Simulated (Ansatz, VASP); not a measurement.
# Tl in VASP and in Ansatz

File INCAR:

```
PREC     = Accurate       # precision mode
ENCUT    = 520            # plane-wave cutoff, eV
EDIFF    = 1E-7           # SCF threshold, eV
ISMEAR   = -1             # smearing method
SIGMA    = 0.08           # smearing width, eV
LREAL    = False          # projectors in reciprocal space
LASPH    = True           # aspherical terms in the spheres
NELM     = 60             # most SCF steps
ALGO     = Normal         # electronic algorithm
ISIF     = 2              # what is computed and relaxed
LWAVE    = False          # write WAVECAR
LCHARG   = False          # write CHGCAR
GGA      = PE             # functional
NBANDS   = 12             # bands
```

File KPOINTS:

```
Automatic mesh
0
Gamma
  12 12 12
```

Contents of POSCAR:

```
Tl
1.0
    2.7425084354      0.0000000000      0.0000000000
    0.0000000000      2.7425084354      0.0000000000
    0.0000000000      0.0000000000      2.7425084354
Tl
1
Direct
    0.0000000000      0.0000000000      0.0000000000
```

Input for Ansatz:

```yaml
crystal:
  lattice:
    - [2.7425084354, 0.0, 0.0]
    - [0.0, 2.7425084354, 0.0]
    - [0.0, 0.0, 2.7425084354]
  atoms:
    - { symbol: Tl, position: [0.0, 0.0, 0.0] }
kpoints:
  mp_grid: { grid: [12, 12, 12] }
scf:
  occupations: { method: fermi_dirac, width: 0.08 }
hamiltonian:
  xc: pbe
  pseudopotentials: { kind: nc }
output:
  forces: true
  stress: true
  eigenvalues: true
```

Change from the starting cell: volume scaled by 0.6, norm-conserving files.

Alike in both runs: task single point; functional PBE; k mesh 12 × 12 × 12; occupations fermi-dirac, width 0.08 eV; no spin polarisation.

|  | VASP | Ansatz |
| --- | --- | --- |
| version | VASP 6.6.1 | Ansatz 0.2.0 |
| potentials or method | VASP PAW PBE potentials, release 64 (Tl_d) | scalar-relativistic |
| plane-wave cutoff (eV) | 520 | 820 |
| valence electrons in the cell | 13 | 13 |

|  | VASP | Ansatz | Ansatz less VASP |
| --- | --- | --- | --- |
| pressure (GPa) | 44.5 | 44.8 | +0.28 |

Both programs put the cell under a high pressure, so it lies far from rest at this level. With one functional, cell and mesh, what is left measures potentials, basis and numerics.

Spin-orbit coupling is off throughout.
